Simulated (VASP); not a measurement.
The system is Sb.

```
CELL_PARAMETERS angstrom
2.15420 1.24373 3.75800
-2.15420 1.24373 3.75800
0.00000 -2.48746 3.75800
ATOMIC_POSITIONS crystal
Sb 0.23349 0.23349 0.23349
Sb 0.76651 0.76651 0.76651
```

| Item | Value |
| --- | --- |
| Program | VASP 6.6.1 |
| Task | relaxation of cell and atoms |
| Functional | LDA |
| Potentials or basis | VASP PAW LDA potentials, release 64 (Sb) |
| Cutoff | 600 eV |
| k mesh | 16 × 16 × 16 |
| Occupations | gaussian, width 0.1 eV |
| Spin | no spin polarisation |

At the start: pressure -0.9 GPa; volume 30.21 Å³/atom.

**Question.** Where does the relaxation end?

**Answer.** Over 15 steps the energy falls by 6.2 meV/atom and the volume is 29.18 Å³/atom (-3.4 %); space group R-3m (No. 166, to 0.05 Å).

The path:
```csv
step,energy change (eV),largest force (eV/Å),pressure (GPa),volume (Å³)
1,0.0000,0.1282,-0.90,60.41
2,-0.0051,0.2029,0.37,58.95
3,-0.0051,0.2014,0.35,58.98
4,-0.0097,0.1075,0.23,58.68
5,-0.0122,0.0145,0.12,58.24
6,-0.0122,0.0108,0.12,58.25
7,-0.0123,0.0144,-0.13,58.51
8,-0.0123,0.0137,-0.08,58.46
9,-0.0124,0.0064,0.00,58.39
10,-0.0124,0.0053,0.00,58.40
11,-0.0124,0.0049,0.00,58.40
12,-0.0124,0.0033,-0.01,58.40
13,-0.0124,0.0001,-0.02,58.39
14,-0.0124,0.0011,0.01,58.35
15,-0.0124,0.0006,0.00,58.37
```

Final structure:
```
Sb
1.0
     2.15019    1.24141    3.64439
    -2.15019    1.24141    3.64439
     0.00000   -2.48282    3.64439
Sb
2
Cartesian
  0.0000 0.0000 2.5892
  0.0000 0.0000 8.3440
```
